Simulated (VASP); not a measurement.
Set up this calculation in VASP 6.6.1, as the native input.

```yaml
Task: single point
Functional: PBE
Potentials_or_basis: VASP PAW PBE potentials, release 64 (Mg, Cd, Se)
Cutoff: 520 eV
k_mesh: 6 × 6 × 2
Occupations: gaussian, width 0.02 eV
Spin: no spin polarisation
Dipole_correction: no
Further_INCAR_settings: ALGO = Normal; EDIFF = 1e-06; NBANDS = 46
```

The structure of Mg2CdSe3 lies in POSCAR:

```
Mg2CdSe3
1.0
    4.3008488919      0.0000000000      0.0000000000
   -2.1504244459      3.7246443983      0.0000000000
    0.0000000000      0.0000000000     20.8766175283
Mg Cd Se
4 2 6
Direct
    0.6666666667      0.3333333333      0.1673957153
    0.6666666667      0.3333333333      0.8302598496
    0.3333333333      0.6666666667      0.3302598496
    0.3333333333      0.6666666667      0.6673957153
    0.6666666667      0.3333333333      0.5009146723
    0.3333333333      0.6666666667      0.0009146723
    0.6666666667      0.3333333333      0.2919488533
    0.6666666667      0.3333333333      0.6293914004
    0.6666666667      0.3333333333      0.9550895092
    0.3333333333      0.6666666667      0.1293914004
    0.3333333333      0.6666666667      0.4550895092
    0.3333333333      0.6666666667      0.7919488533
```

The input as run:

INCAR

```
SYSTEM = Mg2CdSe3
ALGO = Normal
EDIFF = 1E-6
ENCUT = 520
GGA = PE
ISIF = 2
ISMEAR = 0
LASPH = .TRUE.
LCHARG = .TRUE.
LELF = .TRUE.
LREAL = .FALSE.
LVHAR = .TRUE.
LWAVE = .FALSE.
NBANDS = 46
NELM = 60
PREC = Accurate
SIGMA = 0.02
```

KPOINTS

```
k-points
0
G
  6 6 2
  0 0 0
```

Potentials or basis: VASP PAW PBE potentials, release 64 (Mg, Cd, Se).

The run is started by

```sh
$ cat potpaw_PBE.64/Mg/POTCAR potpaw_PBE.64/Cd/POTCAR potpaw_PBE.64/Se/POTCAR > POTCAR
$ mpirun -np 1 vasp_std > vasp.out
```

It gave:

```yaml
Pressure: 0.1 GPa
Largest_force: 0.036 eV/Å
Band_gap_on_the_k_mesh: 1.54 eV
```

It took 2.3 min on 1 thread of Intel(R) Xeon(R) 6975P-C (Granite Rapids), on a shared host, peak memory 0.52 GiB.
